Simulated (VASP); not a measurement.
# MgO (Fm-3m) in VASP: further runs

Runs on MgO. Level: LDA. Tasks: single point.

Everything below comes from runs of VASP 6.6.1. Logs are shortened: lines on timing, memory, paths and dates and some standing lists are left out, and cuts for length are marked.

## 1. The cell of the first run

It takes space group Fm-3m (No. 225, cubic). The conventional cell has a = 4.194 Å, b = 4.194 Å, c = 4.194 Å, α = 90.00°, β = 90.00°, γ = 90.00°. Within 2.8 Å of Mg (site symmetry m-3m) lie 6 O at 2.10 Å. O (site symmetry m-3m) has 6 Mg at 2.10 Å within 2.8 Å.

## 2. Single point, LDA

File INCAR:

```
ALGO     = Normal         # electronic algorithm
EDIFF    = 1E-7           # SCF threshold, eV
ENCUT    = 520            # plane-wave cutoff, eV
GGA      = CA             # functional
ISIF     = 2              # what is computed and relaxed
ISMEAR   = -1             # smearing method
LASPH    = T              # aspherical terms in the spheres
LCHARG   = T              # write CHGCAR
LELF     = T              # ELF
LREAL    = F              # projectors in reciprocal space
LVHAR    = T            
LWAVE    = F              # write WAVECAR
NBANDS   = 11             # bands
NELM     = 80             # most SCF steps
PREC     = Accurate       # precision mode
SIGMA    = 0.05           # smearing width, eV
```

File KPOINTS:

```
k-points
0
Gamma
  11 11 11
```

File POSCAR:

```
MgO
1.0
    0.0000000000      2.0970013927      2.0970013927
    2.0970013927      0.0000000000      2.0970013927
    2.0970013927      2.0970013927      0.0000000000
Mg O
1 1
Direct
    0.0000000000      0.0000000000      0.0000000000
    0.5000000000      0.5000000000      0.5000000000
```

Potentials or basis: VASP PAW LDA potentials, release 64 (Mg, O).

Started as:

```sh
> cat potpaw_LDA.64/Mg/POTCAR potpaw_LDA.64/O/POTCAR > POTCAR
> mpirun -np 1 vasp_std > vasp.out
```

OUTCAR:

```text
EDIFF = 1E-7
   ENCUT = 520
   GGA = CA
   ISIF = 2
   ISMEAR = -1
   LASPH = T
   LREAL = F
   NELM = 80
   PREC = Accurate

 ion  position               nearest neighbor table
   1  0.000  0.000  0.000-   2 2.10   2 2.10   2 2.10   2 2.10   2 2.10   2 2.10
   2  0.500  0.500  0.500-   1 2.10   1 2.10   1 2.10   1 2.10   1 2.10   1 2.10

  LATTYP: Found a face centered cubic cell.
 ALAT       =     4.1940027854

  Lattice vectors:

 A1 = (   0.0000000000,   2.0970013927,   2.0970013927)
 A2 = (   2.0970013927,   0.0000000000,   2.0970013927)
 A3 = (   2.0970013927,   2.0970013927,   0.0000000000)

Analysis of symmetry for initial positions (statically):
=====================================================================
 Subroutine PRICEL returns:
 Original cell was already a primitive cell.

 Routine SETGRP: Setting up the symmetry group for a
 face centered cubic supercell.

 Subroutine GETGRP returns: Found 48 space group operations
 (whereof 48 operations were pure point group operations)
 out of a pool of 48 trial point group operations.

The static configuration has the point symmetry O_h .

Analysis of symmetry for dynamics (positions and initial velocities):
=====================================================================
 Subroutine PRICEL returns:
 Original cell was already a primitive cell.

 Routine SETGRP: Setting up the symmetry group for a
 face centered cubic supercell.

 Subroutine GETGRP returns: Found 48 space group operations
 (whereof 48 operations were pure point group operations)
 out of a pool of 48 trial point group operations.

The dynamic configuration has the point symmetry O_h .

 Subroutine INISYM returns: Found 48 space group operations
 (whereof 48 operations are pure point group operations),
 and found     1 'primitive' translations

----------------------------------------------------------------------------------------

                                     Primitive cell

  volume of cell :      18.4428

  direct lattice vectors                    reciprocal lattice vectors
     0.000000000  2.097001393  2.097001393    -0.238435702  0.238435702  0.238435702
     2.097001393  0.000000000  2.097001393     0.238435702 -0.238435702  0.238435702
     2.097001393  2.097001393  0.000000000     0.238435702  0.238435702 -0.238435702

  length of vectors
     2.965607810  2.965607810  2.965607810     0.412982751  0.412982751  0.412982751

  position of ions in fractional coordinates (direct lattice)
     0.000000000  0.000000000  0.000000000
     0.500000000  0.500000000  0.500000000

  ion indices of the primitive-cell ions
   primitive index   ion index
                 1           1
                 2           2

----------------------------------------------------------------------------------------

 KPOINTS: k-points

Automatic generation of k-mesh.
 Grid dimensions read from file:
 generate k-points for:   11   11   11

 Generating k-lattice:

  Cartesian coordinates                     Fractional coordinates (reciprocal lattice)
    -0.021675973  0.021675973  0.021675973     0.090909091  0.000000000  0.000000000
     0.021675973 -0.021675973  0.021675973     0.000000000  0.090909091  0.000000000
     0.021675973  0.021675973 -0.021675973     0.000000000  0.000000000  0.090909091

  Length of vectors
     0.037543886  0.037543886  0.037543886

  Shift w.r.t. Gamma in fractional coordinates (k-lattice)
     0.000000000  0.000000000  0.000000000

 Subroutine IBZKPT returns following result:
 ===========================================

 Found     56 irreducible k-points:

 Following reciprocal coordinates:
            Coordinates               Weight
  0.000000  0.000000  0.000000      1.000000
  0.090909  0.000000  0.000000      8.000000
  0.181818  0.000000  0.000000      8.000000
  0.272727  0.000000  0.000000      8.000000
  0.363636  0.000000  0.000000      8.000000
  0.454545  0.000000  0.000000      8.000000
[... 16 lines left out ...]
 -0.272727  0.181818  0.000000     24.000000
 -0.181818  0.181818  0.000000     12.000000
 [... further k-points ...]
   k-points           NKPTS =     56   k-points in BZ     NKDIM =     56   number of bands    NBANDS=     11
   number of dos      NEDOS =    301   number of ions     NIONS =      2
   total plane-waves  NPLWV =  13824
   dimension x,y,z NGX =    24 NGY =   24 NGZ =   24
   dimension x,y,z NGXF=    48 NGYF=   48 NGZF=   48
   ions per type =               1   1
   NGX,Y,Z   is equivalent  to a cutoff of  13.45, 13.45, 13.45 a.u.
   NGXF,Y,Z  is equivalent  to a cutoff of  26.91, 26.91, 26.91 a.u.
 SYSTEM =  unknown system
   PREC   = accura    normal or accurate (medium, high low for compatibility)
   ISTART =      0    job   : 0-new  1-cont  2-samecut
   ICHARG =      2    charge: 1-file 2-atom 10-const
   ISPIN  =      1    spin polarized calculation?
   LNONCOLLINEAR =      F non collinear calculations
   LSORBIT =      F    spin-orbit coupling
   LASPH  =      T    aspherical Exc in radial PAW
   ENCUT  =  520.0 eV  38.22 Ry    6.18 a.u.   5.51  5.51  5.51*2*pi/ulx,y,z
   NELM   =     80;   NELMIN=  2; NELMDL= -5     # of ELM steps
   EDIFF  = 0.1E-06   stopping-criterion for ELM
   LREAL  =      F    real-space projection
   EDIFFG = 0.1E-05   stopping-criterion for IOM
   NSW    =      0    number of steps for IOM
   IBRION =     -1    ionic relax: 0-MD 1-quasi-New 2-CG
   NFREE  =      0    steps in history (QN), initial steepest desc. (CG)
   ISIF   =      2    stress and relaxation
   ISYM   =      2    0-nonsym 1-usesym 2-fastsym
   POTIM  = 0.5000    time-step for ionic-motion
   TEBEG  =    0.0;   TEEND  =   0.0 temperature during run
   PSTRESS=    0.0 pullay stress
   NELECT =       8.0000    total number of electrons
   NUPDOWN=      -1.0000    fix difference up-down
   EMIN   =  10.00;   EMAX   =-10.00  energy-range for DOS
   EFERMI =   0.00;   METHOD = LEGACY
   ISMEAR =    -1;   SIGMA  =   0.05  broadening in eV -4-tet -1-fermi 0-gaus
   EFERMI_NEDOS =   21; number of points for ismear=-14 and -15
   IALGO  =     38    algorithm
   IMIX   =      4    mixing-type and parameters
     AMIX     =   0.40;   BMIX     =  1.00
     AMIX_MAG =   1.60;   BMIX_MAG =  1.00
  volume/ion in A,a.u.               =       9.22        62.23
  Fermi-wavevector in a.u.,A,eV,Ry     =   1.239261  2.341864 20.895389  1.535768
  Thomas-Fermi vector in A             =   2.373752
   LORBIT       =      0    0 simple, 1 ext, 2 COOP (PROOUT), +10 PAW based schemes
   GGA     = CA    functional components
   LHFCALC =     F    Hartree Fock is set to
   AEXX    =    0.0000 exact exchange contribution
   IVDW    =     0    specifies the selected vdW correction
   LEPSILON=     F    determine dielectric tensor
   LRPA    =     F    only Hartree local field effects (RPA)
 non-spin polarized calculation
  energy-cutoff  :      520.00
  volume of cell :       18.44
 maximum number of plane-waves:       531
 NGX is ok and might be reduce to    24
   NGX = 11   NGY = 11   NGZ = 11

 number of electron       8.0000004 magnetization

 Free energy of the ion-electron system (eV)
  ---------------------------------------------------
  ext. energy  EPLUGINS =         0.00000000
  ---------------------------------------------------
  free energy    TOTEN  =       -13.43462955 eV

  energy without entropy =      -13.43462955  energy(sigma->0) =      -13.43462955

 E-fermi :   3.9431     XC(G=0): -11.6542

 val. band max:        2.9790944476   @ k =   0.0000   0.0000   0.0000
 cond. band min:       7.7622002401   @ k =   0.0000   0.0000   0.0000
 fundamental gap:      4.7831057926
 Fermi energy:         3.9430961357

 k-point     1 :       0.0000    0.0000    0.0000
  band No.  band energies     occupation
      1     -14.0914      2.00000
      2       2.9791      2.00000
      3       2.9791      2.00000
      4       2.9791      2.00000
      5       7.7622      0.00000
      6      18.5744      0.00000
      7      18.5744      0.00000
      8      18.5744      0.00000
      9      22.6329      0.00000
     10      24.2920      0.00000
     11      24.2920      0.00000

 k-point     2 :       0.0909    0.0000    0.0000
  band No.  band energies     occupation
      1     -13.9979      2.00000
      2       2.4198      2.00000
      3       2.9203      2.00000
      4       2.9203      2.00000
      5       8.2893      0.00000
      6      17.5022      0.00000
      7      18.7788      0.00000
      8      18.7788      0.00000
      9      23.6490      0.00000
     10      23.6490      0.00000
     11      24.0712      0.00000

 k-point     3 :       0.1818    0.0000    0.0000
  band No.  band energies     occupation
      1     -13.7360      2.00000
      2       1.2260      2.00000
      3       2.7672      2.00000
      4       2.7672      2.00000
      5       9.3479      0.00000
      6      16.0747      0.00000
      7      19.2321      0.00000
      8      19.2321      0.00000
      9      22.9202      0.00000
     10      22.9202      0.00000
     11      25.1598      0.00000

 k-point     4 :       0.2727    0.0000    0.0000
  band No.  band energies     occupation
      1     -13.3640      2.00000
      2      -0.0482      2.00000
      3       2.5757      2.00000
      4       2.5757      2.00000
      5      10.2651      0.00000
      6      15.2914      0.00000
      7      19.4570      0.00000
      8      19.4570      0.00000
      9      23.0644      0.00000
     10      23.0644      0.00000
     11      24.6771      0.00000

 k-point     5 :       0.3636    0.0000    0.0000
  band No.  band energies     occupation
      1     -12.9855      2.00000
      2      -1.0983      2.00000
      3       2.4077      2.00000
      4       2.4077      2.00000
      5      10.7002      0.00000
      6      15.2472      0.00000
      7      19.3032      0.00000
      8      19.3032      0.00000
      9      24.0927      0.00000
     10      24.0927      0.00000
     11      24.0984      0.00000
[... 211 lines left out ...]
 k-point    21 :      -0.4545    0.1818    0.0000
  band No.  band energies     occupation
      1     -12.5879      2.00000
      2      -1.3221      2.00000
      3       1.2635      2.00000
      4       2.0980      2.00000
      5      12.0917      0.00000
      6      15.1940      0.00000
      7      16.7679      0.00000
      8      19.8557      0.00000
      9      22.9089      0.00000
     10      25.9170      0.00000
     11      27.4805      0.00000

 k-point    22 :      -0.3636    0.1818    0.0000
  band No.  band energies     occupation
      1     -12.6623      2.00000
      2      -1.1488      2.00000
      3       1.1898      2.00000
      4       2.2139      2.00000
      5      12.1223      0.00000
      6      15.0988      0.00000
      7      16.9160      0.00000
      8      19.8926      0.00000
      9      23.6933      0.00000
     10      24.2559      0.00000
     11      27.4066      0.00000

 k-point    23 :      -0.2727    0.1818    0.0000
  band No.  band energies     occupation
      1     -12.9190      2.00000
      2      -0.6195      2.00000
      3       1.3710      2.00000
      4       2.3954      2.00000
      5      11.8485      0.00000
      6      14.7512      0.00000
      7      17.4809      0.00000
      8      20.1845      0.00000
      9      22.3749      0.00000
     10      24.1907      0.00000
     11      27.5296      0.00000

 k-point    24 :      -0.1818    0.1818    0.0000
  band No.  band energies     occupation
      1     -13.2524      2.00000
      2       0.0563      2.00000
      3       1.8236      2.00000
      4       2.5895      2.00000
      5      11.0238      0.00000
      6      14.8742      0.00000
      7      18.2945      0.00000
      8      20.7751      0.00000
      9      20.8053      0.00000
     10      24.0657      0.00000
     11      27.3557      0.00000

 [... further k-points ...]

------------------------ aborting loop because EDIFF is reached ----------------------------------------

  FORCE on cell =-STRESS in cart. coord.  units (eV):
  Direction    XX          YY          ZZ          XY          YZ          ZX
  --------------------------------------------------------------------------------------
  -------------------------------------------------------------------------------------
  Total       -0.6647918     -0.6647918     -0.6647918      0.0000000      0.0000000     -0.0000000
  in kB      -57.7524055    -57.7524055    -57.7524055      0.0000000      0.0000000     -0.0000000
  external PRESSURE =     -57.7524055 kB  Pullay stress =       0.0000000 kB

 VOLUME and BASIS-vectors are now :
 -----------------------------------------------------------------------------
  energy-cutoff  :      520.00
  volume of cell :       18.44
      direct lattice vectors                 reciprocal lattice vectors
     0.000000000  2.097001393  2.097001393    -0.238435702  0.238435702  0.238435702
     2.097001393  0.000000000  2.097001393     0.238435702 -0.238435702  0.238435702
     2.097001393  2.097001393  0.000000000     0.238435702  0.238435702 -0.238435702

 POSITION                                       TOTAL-FORCE (eV/Angst)
 -----------------------------------------------------------------------------------
      0.00000      0.00000      0.00000        -0.000000     -0.000000      0.000000
      2.09700      2.09700      2.09700         0.000000      0.000000      0.000000
 -----------------------------------------------------------------------------------
    total drift:                               -0.000000     -0.000000      0.000000

  FREE ENERGIE OF THE ION-ELECTRON SYSTEM (eV)
  ---------------------------------------------------
  free  energy   TOTEN  =       -13.4346295453 eV

  energy  without entropy=      -13.4346295452  energy(sigma->0) =      -13.43462955
```

It took 3.8 s on 1 thread of Intel Xeon 6975P-C (Granite Rapids), shared host; peak memory 0.13 GiB.

What came out:

```yaml
Free_energy: -13.4346 eV
Pressure: -5.8 GPa
Band_gap_on_the_k_mesh: 4.78 eV, direct
```

## 3. Single point, LDA

File INCAR:

```
SYSTEM = MgO
PREC = Accurate
ENCUT = 520
EDIFF = 1E-6
ISMEAR = -1
SIGMA = 0.05
LREAL = .FALSE.
LASPH = .TRUE.
NELM = 60
ALGO = Normal
ISIF = 2
LWAVE = .FALSE.
LCHARG = .TRUE.
LELF = .TRUE.
LVHAR = .TRUE.
NBANDS = 11
```

File KPOINTS:

```
regular mesh
0
G
  11 11 11
  0 0 0
```

POSCAR is that of step 2.

Potentials or basis: VASP PAW LDA potentials, release 64 (Mg, O).

Started as:

```sh
> cat potpaw_LDA.64/Mg/POTCAR potpaw_LDA.64/O/POTCAR > POTCAR
> mpirun -np 1 vasp_std > vasp.out
```

It took 3.7 s on 1 thread of Intel Xeon 6975P-C (Granite Rapids), shared host; peak memory 0.13 GiB.

Results (log left out):

```yaml
Free_energy: -13.4346 eV
Pressure: -5.8 GPa
Band_gap_on_the_k_mesh: 4.78 eV, direct
```

Levels at points of the mesh, in eV from the valence-band top:
```csv
k point,band 1,band 2,band 3,band 4,band 5,band 6,band 7,band 8
"(0.00, 0.00, 0.00)",-17.07,0.00,0.00,0.00,4.78,15.60,15.60,15.60
```

Expect the measured gap to be larger: semilocal functionals such as LDA lack the derivative discontinuity.
